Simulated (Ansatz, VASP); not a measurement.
# GaAs in VASP and in Ansatz

```
CELL_PARAMETERS angstrom
0.00000 2.87295 2.87295
2.87295 0.00000 2.87295
2.87295 2.87295 0.00000
ATOMIC_POSITIONS crystal
Ga 0.00000 0.00000 0.00000
As 0.25000 0.25000 0.25000
```

Alike in both runs: functional PBE; k mesh 12 × 12 × 12; occupations gaussian, width 0.02 eV; no spin polarisation.

Ansatz relaxed the structure, and its values are those at the end. VASP's run is a single point on that final structure, the one shown.

```csv
,VASP,Ansatz
version,VASP 6.6.1,Ansatz 0.2.0
potentials or method,"VASP PAW PBE potentials, release 64 (Ga_d, As), cutoff 500 eV","scalar-relativistic, plane waves, PAW"
valence electrons in the cell,18,28
```

|  | VASP | Ansatz | Ansatz less VASP |
| --- | --- | --- | --- |
| gap on the k mesh at the Fermi level (eV) | 0.16 | 0.16 | 0.000 |
| least direct gap on the mesh (eV) | 0.16 | 0.16 | 0.000 |
| pressure (GPa) | 0.1 | 0.0 | -0.13 |

VASP's potentials hold 18 valence electrons a cell and Ansatz's 28, so a difference there can come from the potentials and not from the codes.
